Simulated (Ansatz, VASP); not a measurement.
Mo in VASP and in Ansatz

INCAR

```
SYSTEM = Mo
  ALGO = Fast
  EDIFF = 1E-6
  ENCUT = 520
  GGA = PE
  ISIF = 2
  ISMEAR = 0
  LASPH = .TRUE.
  LCHARG = .FALSE.
  LREAL = .FALSE.
  LWAVE = .FALSE.
  NBANDS = 13
  NELM = 80
  PREC = Accurate
  SIGMA = 0.15
```

File KPOINTS:

```
k-points
0
G
  22 22 22
  0 0 0
```

Contents of POSCAR:

```
Mo
1.0
   -1.5710000000      1.5710000000      1.4531750000
    1.5710000000     -1.5710000000      1.4531750000
    1.5710000000      1.5710000000     -1.4531750000
Mo
1
Direct
    0.0000000000      0.0000000000      0.0000000000
```

Input for Ansatz:

```yaml
crystal:
  lattice:
    - [-1.571, 1.571, 1.453175]
    - [1.571, -1.571, 1.453175]
    - [1.571, 1.571, -1.453175]
  atoms:
    - { symbol: Mo, position: [0.0, 0.0, 0.0] }
basis:
  ecutwfc: 420
kpoints:
  mp_grid: { grid: [22, 22, 22] }
hamiltonian:
  xc: pbe
scf:
  occupations: { method: gaussian, width: 0.15 }
output:
  forces: true
  stress: true
  eigenvalues: true
```

Change from the starting cell: strain -0.0750 x Voigt [0, 0, 1, 0, 0, 0], atoms carried along.

Alike in both runs: task single point; functional PBE; k mesh 22 × 22 × 22; occupations gaussian, width 0.15 eV; no spin polarisation.

```csv
,VASP,Ansatz
version,VASP 6.6.1,Ansatz 0.2.0
potentials or method,"VASP PAW PBE potentials, release 64 (Mo_sv), cutoff 520 eV","scalar-relativistic, plane waves, PAW"
valence electrons in the cell,14,14
```

|  | VASP | Ansatz | Ansatz less VASP |
| --- | --- | --- | --- |
| gap on the k mesh at the Fermi level (eV) | none | none | - |
| pressure (GPa) | 32.0 | 31.3 | -0.77 |
| traceless stress, the component that is largest in VASP (GPa) | 18.96 | 18.97 | +0.008 |

A gap of «none» marks a metal or a gap that the smearing closes. Both programs put the cell under a high pressure, so it lies far from rest at this level.
